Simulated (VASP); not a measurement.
Input of a VASP 6.6.1 run:

Contents of INCAR:

```
PREC     = Accurate       # precision mode
ENCUT    = 520            # plane-wave cutoff, eV
EDIFF    = 1E-6           # SCF threshold, eV
ISMEAR   = -1             # smearing method
SIGMA    = 0.05           # smearing width, eV
LREAL    = F              # projectors in reciprocal space
LASPH    = T              # aspherical terms in the spheres
NELM     = 60             # most SCF steps
ALGO     = Normal         # electronic algorithm
ISIF     = 2              # what is computed and relaxed
LWAVE    = F              # write WAVECAR
LCHARG   = F              # write CHGCAR
GGA      = PE             # functional
NBANDS   = 10             # bands
```

File KPOINTS:

```
Automatic mesh
0
Gamma
  12 12 12
```

File POSCAR:

```
Al
1.0
    0.0000000000      2.9629910433      2.9629910433
    2.9629910433      0.0000000000      2.9629910433
    2.9629910433      2.9629910433      0.0000000000
Al
2
Direct
   -0.1250000000     -0.1250000000     -0.1250000000
    0.1250000000      0.1250000000      0.1250000000
```

Potentials or basis: VASP PAW PBE potentials, release 64 (Al).

Command:

```bash
$ cat potpaw_PBE.64/Al/POTCAR > POTCAR
$ mpirun -np 1 vasp_std > vasp.out
```

Question: What does it give for the band gap on the k mesh?

Answer: Zero (band 3 reaches 5.39 eV, above the bottom of band 4 at 1.69 eV).

Question: Predict the pressure.

Answer: 2.6 GPa.
